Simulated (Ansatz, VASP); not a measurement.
# Sb: VASP beside Ansatz

The input INCAR:

```
ALGO = Normal ; EDIFF = 1E-6
ENCUT = 520 ; GGA = PS
ISIF = 2 ; ISMEAR = -1
LASPH = True ; LCHARG = False
LREAL = False ; LWAVE = False
NBANDS = 18 ; NELM = 60
PREC = Accurate ; SIGMA = 0.05
```

Contents of KPOINTS:

```
k-points
0
Gamma
  7 7 7
```

POSCAR

```
Sb
1.0
   -4.0029627780      4.0029627780      2.0118924237
    4.0029627780     -4.0029627780      2.0118924237
    4.0029627780      4.0029627780     -2.0118924237
Sb
4
Direct
    0.6512630600      0.1512630600      0.8025261200
    0.1512630600      0.3487369400      0.5000000000
    0.3487369400      0.8487369400      0.1974738800
    0.8487369400      0.6512630600      0.5000000000
```

File input.yaml:

```yaml
crystal:
  lattice:
    - [-4.002962778, 4.002962778, 2.0118924237]
    - [4.002962778, -4.002962778, 2.0118924237]
    - [4.002962778, 4.002962778, -2.0118924237]
  atoms:
    - { symbol: Sb, position: [0.65126306, 0.15126306, 0.80252612] }
    - { symbol: Sb, position: [0.15126306, 0.34873694, 0.5] }
    - { symbol: Sb, position: [0.34873694, 0.84873694, 0.19747388] }
    - { symbol: Sb, position: [0.84873694, 0.65126306, 0.5] }
kpoints:
  mp_grid: { grid: [7, 7, 7] }
scf:
  occupations: { method: fermi_dirac, width: 0.05 }
hamiltonian:
  xc: pbesol
  pseudopotentials: { kind: all_electron, lapw: { basis_error: 0.001 } }
output:
  forces: true
  stress: true
  eigenvalues: true
```

Change from the starting cell: volume scaled by 0.98.

Alike in both runs: task single point; functional PBEsol; k mesh 7 × 7 × 7; occupations fermi-dirac, width 0.05 eV; no spin polarisation.

|  | VASP | Ansatz |
| --- | --- | --- |
| version | VASP 6.6.1 | Ansatz 0.2.0 |
| potentials or method | VASP PAW PBE potentials, release 64 (Sb), cutoff 520 eV | all-electron LAPW, scalar-relativistic |

VASP gave:

- gap on the k mesh at the Fermi level (eV): none
- pressure (GPa): 0.4
- traceless stress, the component that is largest in VASP (GPa): 0.41
- rms of the force components (eV/Å): 0.012

**Question.** Which values does Ansatz return?

**Answer.** gap on the k mesh at the Fermi level (eV): none; pressure (GPa): 0.3; traceless stress, the component that is largest in VASP (GPa): 0.38; rms of the force components (eV/Å): 0.007.

VASP's potentials were made for PBE, not for PBEsol. Atom by atom the forces differ by 0.005 eV/Å (rms over components). A gap of «none» marks a metal or a gap that the smearing closes. Ansatz ran all-electron here, and VASP with PAW potentials.

Neither program's run includes spin-orbit coupling.
